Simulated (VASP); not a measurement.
Here is a VASP 6.6.1 calculation.

Contents of INCAR:

```
SYSTEM = Hg
PREC = Accurate
ENCUT = 520
EDIFF = 1E-7
ISMEAR = 0
SIGMA = 0.1
LREAL = .False.
LASPH = .True.
NELM = 60
ALGO = Normal
ISIF = 2
LWAVE = .False.
LCHARG = .False.
GGA = PE
NBANDS = 25
```

Contents of KPOINTS:

```
regular mesh
0
Gamma
  3 3 2
  0 0 0
```

Contents of POSCAR:

```
Hg
1.0
    4.5400020208      0.0000000000      0.0000000000
   -2.2700010104      3.9317570832      0.0000000000
    0.0000000000      0.0000000000      3.8700000000
Hg
3
Direct
    0.3333333333      0.6666666667      0.5000000000
    0.0000000000      0.0000000000      0.0000000000
    0.6666666667      0.3333333333      0.5000000000
```

Potentials or basis: VASP PAW PBE potentials, release 64 (Hg).

The run is started by

```console
$ cat potpaw_PBE.64/Hg/POTCAR > POTCAR
$ mpirun -np 1 vasp_std > vasp.out
```

**Question.** Estimate the pressure.

**Answer.** 10.5 GPa.

**Question.** Estimate the band gap on the k mesh.

**Answer.** Zero (bands 18 and 19 overlap by 6.14 eV).

Stress tensor (GPa, compression positive):
```
15.68  0.00  0.00
 0.00 15.68  0.00
 0.00  0.00  0.08
```

Caveat: the k points lie up to 0.81 Å⁻¹ apart, too coarse for converged energies and pressures of a metal; spin-orbit coupling is left out, which moves the levels of the heavy elements.
